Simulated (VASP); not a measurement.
# MnO (Fm-3m) in VASP: notebook

The runs below take MnO through single point, with PBE.

All numbers are computed with VASP 6.6.1; they aren't measurements. Logs are shortened: lines on timing, memory, paths and dates and some standing lists are left out, and cuts for length are marked.

## (1) The cell of the first run

The structure is cubic, space group Fm-3m (No. 225). The conventional cell has a = 4.399 Å, b = 4.399 Å, c = 4.399 Å, α = 90.00°, β = 90.00°, γ = 90.00°. Mn (site symmetry m-3m) has 6 O at 2.20 Å within 2.9 Å. Within 2.9 Å of O (site symmetry m-3m) lie 6 Mn at 2.20 Å.

## (2) Single point, PBE, collinear spin, ferromagnetic start (volume scaled by 0.97)

INCAR

```
SYSTEM = MnO
PREC = Accurate
ENCUT = 520
EDIFF = 1E-6
ISMEAR = -1
SIGMA = 0.05
LREAL = .False.
LASPH = .True.
NELM = 150
ALGO = Normal
ISIF = 2
LWAVE = .False.
LCHARG = .True.
ISPIN = 2
MAGMOM = 4 0
LORBIT = 11
LMAXMIX = 4
GGA = PE
LELF = .True.
LVHAR = .True.
NBANDS = 20
```

KPOINTS

```
Automatic mesh
0
Gamma
  16 16 16
  0 0 0
```

POSCAR

```
MnO
1.0
    0.0000000000      2.1995540209      2.1995540209
    2.1995540209      0.0000000000      2.1995540209
    2.1995540209      2.1995540209      0.0000000000
Mn O
1 1
Direct
    0.0000000000      0.0000000000      0.0000000000
    0.5000000000      0.5000000000      0.5000000000
```

Potentials or basis: VASP PAW PBE potentials, release 64 (Mn_pv, O).

Run with:

```sh
> cat potpaw_PBE.64/Mn_pv/POTCAR potpaw_PBE.64/O/POTCAR > POTCAR
> mpirun -np 1 vasp_std > vasp.out
```

OUTCAR:

```text
SYSTEM = MnO
   PREC = Accurate
   ENCUT = 520
   EDIFF = 1E-6
   ISMEAR = -1
   LREAL = .False.
   LASPH = .True.
   NELM = 150
   ISIF = 2
   ISPIN = 2
   LORBIT = 11
   GGA = PE

 ion  position               nearest neighbor table
   1  0.000  0.000  0.000-   2 2.20   2 2.20   2 2.20   2 2.20   2 2.20   2 2.20
   2  0.500  0.500  0.500-   1 2.20   1 2.20   1 2.20   1 2.20   1 2.20   1 2.20

  LATTYP: Found a face centered cubic cell.
 ALAT       =     4.3991080418

  Lattice vectors:

 A1 = (   0.0000000000,   2.1995540209,   2.1995540209)
 A2 = (   2.1995540209,   0.0000000000,   2.1995540209)
 A3 = (   2.1995540209,   2.1995540209,   0.0000000000)

Analysis of symmetry for initial positions (statically):
=====================================================================
 Subroutine PRICEL returns:
 Original cell was already a primitive cell.

 Routine SETGRP: Setting up the symmetry group for a
 face centered cubic supercell.

 Subroutine GETGRP returns: Found 48 space group operations
 (whereof 48 operations were pure point group operations)
 out of a pool of 48 trial point group operations.

The static configuration has the point symmetry O_h .

Analysis of symmetry for dynamics (positions and initial velocities):
=====================================================================
 Subroutine PRICEL returns:
 Original cell was already a primitive cell.

 Routine SETGRP: Setting up the symmetry group for a
 face centered cubic supercell.

 Subroutine GETGRP returns: Found 48 space group operations
 (whereof 48 operations were pure point group operations)
 out of a pool of 48 trial point group operations.

The dynamic configuration has the point symmetry O_h .

Analysis of structural, dynamic, and magnetic symmetry:
=====================================================================
 Subroutine PRICEL returns:
 Original cell was already a primitive cell.

 Routine SETGRP: Setting up the symmetry group for a
 face centered cubic supercell.

 Subroutine GETGRP returns: Found 48 space group operations
 (whereof 48 operations were pure point group operations)
 out of a pool of 48 trial point group operations.

The overall configuration has the point symmetry O_h .

 Subroutine INISYM returns: Found 48 space group operations
 (whereof 48 operations are pure point group operations),
 and found     1 'primitive' translations

----------------------------------------------------------------------------------------

                                     Primitive cell

  volume of cell :      21.2831

  direct lattice vectors                    reciprocal lattice vectors
     0.000000000  2.199554021  2.199554021    -0.227318809  0.227318809  0.227318809
     2.199554021  0.000000000  2.199554021     0.227318809 -0.227318809  0.227318809
     2.199554021  2.199554021  0.000000000     0.227318809  0.227318809 -0.227318809

  length of vectors
     3.110639128  3.110639128  3.110639128     0.393727726  0.393727726  0.393727726

  position of ions in fractional coordinates (direct lattice)
     0.000000000  0.000000000  0.000000000
     0.500000000  0.500000000  0.500000000

  ion indices of the primitive-cell ions
   primitive index   ion index
                 1           1
                 2           2

----------------------------------------------------------------------------------------

 KPOINTS: Automatic mesh

Automatic generation of k-mesh.
 Grid dimensions read from file:
 generate k-points for:   16   16   16

 Generating k-lattice:

  Cartesian coordinates                     Fractional coordinates (reciprocal lattice)
    -0.014207426  0.014207426  0.014207426     0.062500000  0.000000000  0.000000000
     0.014207426 -0.014207426  0.014207426     0.000000000  0.062500000  0.000000000
     0.014207426  0.014207426 -0.014207426     0.000000000  0.000000000  0.062500000

  Length of vectors
     0.024607983  0.024607983  0.024607983

  Shift w.r.t. Gamma in fractional coordinates (k-lattice)
     0.000000000  0.000000000  0.000000000

 Subroutine IBZKPT returns following result:
 ===========================================

 Found    145 irreducible k-points:

 Following reciprocal coordinates:
            Coordinates               Weight
  0.000000  0.000000  0.000000      1.000000
  0.062500  0.000000  0.000000      8.000000
  0.125000  0.000000  0.000000      8.000000
  0.187500  0.000000  0.000000      8.000000
  0.250000  0.000000  0.000000      8.000000
  0.312500  0.000000  0.000000      8.000000
[... 16 lines left out ...]
 -0.125000  0.062500  0.000000     24.000000
 -0.062500  0.062500  0.000000     12.000000
 [... further k-points ...]
   k-points           NKPTS =    145   k-points in BZ     NKDIM =    145   number of bands    NBANDS=     20
   number of dos      NEDOS =    301   number of ions     NIONS =      2
   total plane-waves  NPLWV =  13824
   dimension x,y,z NGX =    24 NGY =   24 NGZ =   24
   dimension x,y,z NGXF=    48 NGYF=   48 NGZF=   48
   ions per type =               1   1
   NGX,Y,Z   is equivalent  to a cutoff of  12.83, 12.83, 12.83 a.u.
   NGXF,Y,Z  is equivalent  to a cutoff of  25.65, 25.65, 25.65 a.u.
 SYSTEM =  MnO
   PREC   = accura    normal or accurate (medium, high low for compatibility)
   ISTART =      0    job   : 0-new  1-cont  2-samecut
   ICHARG =      2    charge: 1-file 2-atom 10-const
   ISPIN  =      2    spin polarized calculation?
   LNONCOLLINEAR =      F non collinear calculations
   LSORBIT =      F    spin-orbit coupling
   LASPH  =      T    aspherical Exc in radial PAW
   ENCUT  =  520.0 eV  38.22 Ry    6.18 a.u.   5.78  5.78  5.78*2*pi/ulx,y,z
   NELM   =    150;   NELMIN=  2; NELMDL= -5     # of ELM steps
   EDIFF  = 0.1E-05   stopping-criterion for ELM
   LREAL  =      F    real-space projection
   EDIFFG = 0.1E-04   stopping-criterion for IOM
   NSW    =      0    number of steps for IOM
   IBRION =     -1    ionic relax: 0-MD 1-quasi-New 2-CG
   NFREE  =      0    steps in history (QN), initial steepest desc. (CG)
   ISIF   =      2    stress and relaxation
   ISYM   =      2    0-nonsym 1-usesym 2-fastsym
   POTIM  = 0.5000    time-step for ionic-motion
   TEBEG  =    0.0;   TEEND  =   0.0 temperature during run
   PSTRESS=    0.0 pullay stress
   NELECT =      19.0000    total number of electrons
   NUPDOWN=      -1.0000    fix difference up-down
   EMIN   =  10.00;   EMAX   =-10.00  energy-range for DOS
   EFERMI =   0.00;   METHOD = LEGACY
   ISMEAR =    -1;   SIGMA  =   0.05  broadening in eV -4-tet -1-fermi 0-gaus
   EFERMI_NEDOS =   21; number of points for ismear=-14 and -15
   IALGO  =     38    algorithm
   IMIX   =      4    mixing-type and parameters
     AMIX     =   0.40;   BMIX     =  1.00
     AMIX_MAG =   1.60;   BMIX_MAG =  1.00
  volume/ion in A,a.u.               =      10.64        71.81
  Fermi-wavevector in a.u.,A,eV,Ry     =   1.576333  2.978838 33.808122  2.484827
  Thomas-Fermi vector in A             =   2.677182
   LORBIT       =     11    0 simple, 1 ext, 2 COOP (PROOUT), +10 PAW based schemes
   GGA     = PE    functional components
   LHFCALC =     F    Hartree Fock is set to
   AEXX    =    0.0000 exact exchange contribution
   IVDW    =     0    specifies the selected vdW correction
   LEPSILON=     F    determine dielectric tensor
   LRPA    =     F    only Hartree local field effects (RPA)
 spin polarized calculation
  energy-cutoff  :      520.00
  volume of cell :       21.28
 maximum number of plane-waves:       588
   NGX = 11   NGY = 11   NGZ = 11

 number of electron      19.0000000 magnetization       4.6726572

 Free energy of the ion-electron system (eV)
  ---------------------------------------------------
  ext. energy  EPLUGINS =         0.00000000
  ---------------------------------------------------
  free energy    TOTEN  =       -16.39838991 eV

  energy without entropy =      -16.39034136  energy(sigma->0) =      -16.39436564

 E-fermi :   7.9608     XC(G=0): -12.0487

 val. band max:        7.9363934959   @ k =   0.2500   0.1875   0.0000
 cond. band min:       7.9619650266   @ k =  -0.4375   0.0625   0.0000
 fundamental gap:      0.0255715307
 Fermi energy:         7.9607620047

 spin component 1

 k-point     1 :       0.0000    0.0000    0.0000
  band No.  band energies     occupation
      1     -42.4143      1.00000
      2     -42.4143      1.00000
      3     -42.4143      1.00000
      4     -12.6194      1.00000
      5       4.0278      1.00000
      6       4.0278      1.00000
[... 12 lines left out ...]
     19      28.2313      0.00000
     20      28.2313      0.00000
[... 507 lines left out ...]
 k-point    24 :      -0.0625    0.0625    0.0000
  band No.  band energies     occupation
      1     -42.4210      1.00000
      2     -42.4163      1.00000
      3     -42.4147      1.00000
      4     -12.5261      1.00000
      5       3.0890      1.00000
      6       3.4015      1.00000
[... 12 lines left out ...]
     19      28.2247      0.00000
     20      29.6030      0.00000

 [... further k-points ...]

 spin component 2

 k-point     1 :       0.0000    0.0000    0.0000
  band No.  band energies     occupation
      1     -37.8299      1.00000
      2     -37.8299      1.00000
      3     -37.8299      1.00000
      4     -12.1869      1.00000
      5       4.4042      1.00000
      6       4.4042      1.00000
[... 12 lines left out ...]
     19      30.5461      0.00000
     20      30.5461      0.00000
[... 507 lines left out ...]
 k-point    24 :      -0.0625    0.0625    0.0000
  band No.  band energies     occupation
      1     -37.8385      1.00000
      2     -37.8324      1.00000
      3     -37.8304      1.00000
      4     -12.0961      1.00000
      5       3.7547      1.00000
      6       4.1630      1.00000
[... 12 lines left out ...]
     19      30.1448      0.00000
     20      31.7291      0.00000

 [... further k-points ...]

------------------------ aborting loop because EDIFF is reached ----------------------------------------

  FORCE on cell =-STRESS in cart. coord.  units (eV):
  Direction    XX          YY          ZZ          XY          YZ          ZX
  --------------------------------------------------------------------------------------
  -------------------------------------------------------------------------------------
  Total        0.4506540      0.4506540      0.4506540      0.0000000     -0.0000000      0.0000000
  in kB       33.9250066     33.9250066     33.9250066      0.0000000     -0.0000000      0.0000000
  external PRESSURE =      33.9250066 kB  Pullay stress =       0.0000000 kB

 VOLUME and BASIS-vectors are now :
 -----------------------------------------------------------------------------
  energy-cutoff  :      520.00
  volume of cell :       21.28
      direct lattice vectors                 reciprocal lattice vectors
     0.000000000  2.199554021  2.199554021    -0.227318809  0.227318809  0.227318809
     2.199554021  0.000000000  2.199554021     0.227318809 -0.227318809  0.227318809
     2.199554021  2.199554021  0.000000000     0.227318809  0.227318809 -0.227318809

 POSITION                                       TOTAL-FORCE (eV/Angst)
 -----------------------------------------------------------------------------------
      0.00000      0.00000      0.00000         0.000000      0.000000      0.000000
      2.19955      2.19955      2.19955        -0.000000     -0.000000     -0.000000
 -----------------------------------------------------------------------------------
    total drift:                                0.000000     -0.000000     -0.000000

  FREE ENERGIE OF THE ION-ELECTRON SYSTEM (eV)
  ---------------------------------------------------
  free  energy   TOTEN  =       -16.3983899130 eV

  energy  without entropy=      -16.3903413646  energy(sigma->0) =      -16.39436564

 total charge

# of ion       s       p       d       tot
------------------------------------------
    1        0.208   6.186   4.995  11.389
    2        1.562   3.425   0.000   4.987
--------------------------------------------------
tot          1.770   9.611   4.995  16.375

 magnetization (x)

# of ion       s       p       d       tot
------------------------------------------
    1        0.034   0.026   4.197   4.257
    2        0.031   0.163   0.000   0.194
--------------------------------------------------
tot          0.065   0.189   4.197   4.451
```

Wall time 67 s (1 thread of AMD EPYC 9R45 (Zen 5), shared host); peak memory 0.19 GiB.

What came out:

```yaml
Free_energy: -16.3984 eV
Pressure: 3.4 GPa
Net_moment: 4.67 μB per cell
Site_moments: Mn +4.26; O +0.19 μB
Valence_electrons_inside_the_program's_atomic_spheres: Mn 11.39; O 4.99
```

Levels at points of the mesh, in eV from the Fermi level:
Spin up:
```
           k point  band 10  band 11  band 12  band 13  band 14  band 15
(0.00, 0.00, 0.00)    -3.27    -2.71    -2.71    -0.40    14.05    16.58
(0.50, 0.00, 0.00)    -1.87     0.27     0.27     3.53     7.98    12.08
(0.50, 0.50, 0.00)    -2.03    -2.03    -1.87     5.23     7.96    10.57
```
Spin down:
| k point | band 3 | band 4 | band 5 | band 6 | band 7 | band 8 | band 9 | band 10 | band 11 | band 12 |
| --- | --- | --- | --- | --- | --- | --- | --- | --- | --- | --- |
| (0.00, 0.00, 0.00) | -45.79 | -20.15 | -3.56 | -3.56 | -3.56 | 0.61 | 0.61 | 0.61 | 0.87 | 1.27 |
| (0.50, 0.00, 0.00) | -45.80 | -19.13 | -7.68 | -5.11 | -5.11 | 1.86 | 1.90 | 1.90 | 3.65 | 3.65 |
| (0.50, 0.50, 0.00) | -45.82 | -19.17 | -6.70 | -4.56 | -4.56 | -1.04 | 1.89 | 2.14 | 2.35 | 2.35 |

Caveat: a cell with one magnetic atom can't hold antiferromagnetic order, which such compounds often take; semilocal functionals often make such compounds metallic where correlation or magnetic order opens a gap, which also shifts bond lengths.

## (3) Single point, PBE, collinear spin, ferromagnetic start (volume scaled by 0.98)

INCAR

```
  PREC = Accurate
  ENCUT = 520
  EDIFF = 1E-6
  ISMEAR = -1
  SIGMA = 0.05
  LREAL = False
  LASPH = True
  NELM = 150
  ALGO = Normal
  ISIF = 2
  LWAVE = False
  LCHARG = False
  ISPIN = 2
  MAGMOM = 4 0
  LORBIT = 11
  LMAXMIX = 4
  GGA = PE
  NBANDS = 20
```

KPOINTS

```
regular mesh
0
Gamma
  16 16 16
```

POSCAR

```
MnO
1.0
    0.0000000000      2.2070867990      2.2070867990
    2.2070867990      0.0000000000      2.2070867990
    2.2070867990      2.2070867990      0.0000000000
Mn O
1 1
Direct
    0.0000000000      0.0000000000      0.0000000000
    0.5000000000      0.5000000000      0.5000000000
```

Potentials or basis: VASP PAW PBE potentials, release 64 (Mn_pv, O).

Run with:

```sh
> cat potpaw_PBE.64/Mn_pv/POTCAR potpaw_PBE.64/O/POTCAR > POTCAR
> mpirun -np 1 vasp_std > vasp.out
```

Run time: 65 s. Hardware: 1 thread of AMD EPYC 9R45 (Zen 5), shared host; peak memory 0.18 GiB.

The run converged. Its results:

```
Free energy                                           : -16.4026 eV
Pressure                                              : 2.2 GPa
Net moment                                            : 4.70 μB per cell
Site moments                                          : Mn +4.28; O +0.20 μB
Valence electrons inside the program's atomic spheres : Mn 11.38; O 4.98
```

Levels at points of the mesh, in eV from the Fermi level:
Spin up:
```tsv
k point	band 10	band 11	band 12	band 13	band 14	band 15
(0.00, 0.00, 0.00)	-3.26	-2.71	-2.71	-0.44	14.02	16.49
(0.50, 0.00, 0.00)	-1.88	0.24	0.24	3.51	7.89	12.01
(0.50, 0.50, 0.00)	-2.04	-2.04	-1.89	5.16	7.91	10.51
```
Spin down:
| k point | band 5 | band 6 | band 7 | band 8 | band 9 | band 10 |
| --- | --- | --- | --- | --- | --- | --- |
| (0.00, 0.00, 0.00) | -3.50 | -3.50 | -3.50 | 0.65 | 0.65 | 0.65 |
| (0.50, 0.00, 0.00) | -7.58 | -5.03 | -5.03 | 1.88 | 1.92 | 1.92 |
| (0.50, 0.50, 0.00) | -6.61 | -4.49 | -4.49 | -0.97 | 1.91 | 2.14 |

Caveat: a cell with one magnetic atom can't hold antiferromagnetic order, which such compounds often take; semilocal functionals often make such compounds metallic where correlation or magnetic order opens a gap, which also shifts bond lengths.

[end of part 1 of 2]
